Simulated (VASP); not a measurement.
A run of VASP 6.6.1:

The input INCAR:

```
PREC = Accurate ; ENCUT = 600
EDIFF = 1E-6 ; ISMEAR = 0
SIGMA = 0.1 ; LREAL = False
LASPH = True ; NELM = 100
ALGO = Normal ; ISIF = 3
LWAVE = False ; LCHARG = False
GGA = PE ; IBRION = 2
NSW = 90 ; EDIFFG = -0.04
```

Contents of KPOINTS:

```
regular mesh
0
Gamma
  4 4 4
```

POSCAR

```
LiW3N3
1.0
    4.8731497300      0.0000000000      0.0000000000
    0.0000000000      4.8731497300      0.0000000000
    0.0000000000      0.0000000000      4.8731497300
Li W N
1 3 3
Direct
    0.0000000000      0.0000000000      0.0000000000
    0.0000000000      0.5000000000      0.5000000000
    0.5000000000      0.0000000000      0.5000000000
    0.5000000000      0.5000000000      0.0000000000
    0.5000000000      0.0000000000      0.0000000000
    0.0000000000      0.5000000000      0.0000000000
    0.0000000000      0.0000000000      0.5000000000
```

Potentials or basis: VASP PAW PBE potentials, release 64 (Li_sv, W_sv, N).

Run with:

```console
$ cat potpaw_PBE.64/Li_sv/POTCAR potpaw_PBE.64/W_sv/POTCAR potpaw_PBE.64/N/POTCAR > POTCAR
$ mpirun -np 1 vasp_std > vasp.out
```

Hardware: 1 thread of Intel(R) Xeon(R) 6975P-C (Granite Rapids), with other jobs on the host.

Task: Estimate the wall time of this run.

Result: It took 93 s on 1 thread of Intel(R) Xeon(R) 6975P-C (Granite Rapids) (shared host), peak memory 0.28 GiB. Counts: scf iterations 58, k points 10, ion steps 5.
